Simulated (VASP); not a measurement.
Write the native input for VASP 6.6.1 that does the following.

```yaml
Task: single point
Functional: r2SCAN
Potentials_or_basis: VASP PAW PBE potentials, release 64 (P)
Cutoff: 520 eV
k_mesh: 6 × 4 × 6
Occupations: fermi-dirac, width 0.1 eV
Spin: no spin polarisation
Dipole_correction: no
Further_INCAR_settings: ALGO = Normal; EDIFF = 1e-06; NBANDS = 18
```

Crystal: P.

```
CELL_PARAMETERS angstrom
-3.30744 0.00000 0.00000
0.00000 -4.54362 0.00000
1.65372 0.00000 5.49308
ATOMIC_POSITIONS crystal
P 0.09565 0.91194 0.19130
P 0.59565 0.58806 0.19130
P 0.90435 0.08806 0.80870
P 0.40435 0.41194 0.80870
```

One way to write it, as run:

POSCAR

```
P
1.0
   -3.3074448804      0.0000000000      0.0000000000
    0.0000000000     -4.5436165870      0.0000000000
    1.6537224402      0.0000000000      5.4930835075
P
4
Direct
    0.0956500587      0.9119416297      0.1913001173
    0.5956500587      0.5880583703      0.1913001173
    0.9043499413      0.0880583703      0.8086998827
    0.4043499413      0.4119416297      0.8086998827
```

INCAR.step1

```
ALGO = Normal
EDIFF = 1E-4
ENCUT = 520
GGA = PE
ISMEAR = -1
LASPH = True
LCHARG = False
LREAL = False
LWAVE = True
NBANDS = 18
NELM = 80
PREC = Accurate
SIGMA = 0.1
```

INCAR.step2

```
ALGO = Normal
EDIFF = 1E-6
ENCUT = 520
ISIF = 2
ISMEAR = -1
ISTART = 1
LASPH = True
LCHARG = False
LMIXTAU = True
LREAL = False
LWAVE = False
METAGGA = R2SCAN
NBANDS = 18
NELM = 80
PREC = Accurate
SIGMA = 0.1
```

KPOINTS

```
k-points
0
Gamma
  6 4 6
```

Potentials or basis: VASP PAW PBE potentials, release 64 (P).

Run with:

```sh
$ cat potpaw_PBE.64/P/POTCAR > POTCAR
$ cp INCAR.step1 INCAR
$ mpirun -np 1 vasp_std > vasp.out
$ cp INCAR.step2 INCAR
$ mpirun -np 1 vasp_std > vasp.out
```

Results of the run:

The pressure is -0.6 GPa. The largest force is 0.098 eV/Å and the band gap on the k mesh is 0.27 eV.

Caveat: the PAW data sets were made with another functional, which shifts forces and pressure a little.

Run time: 4.6 min on 1 thread of Oxide Virtual Turin-like Processor, with other jobs on the host, peak memory 0.19 GiB.
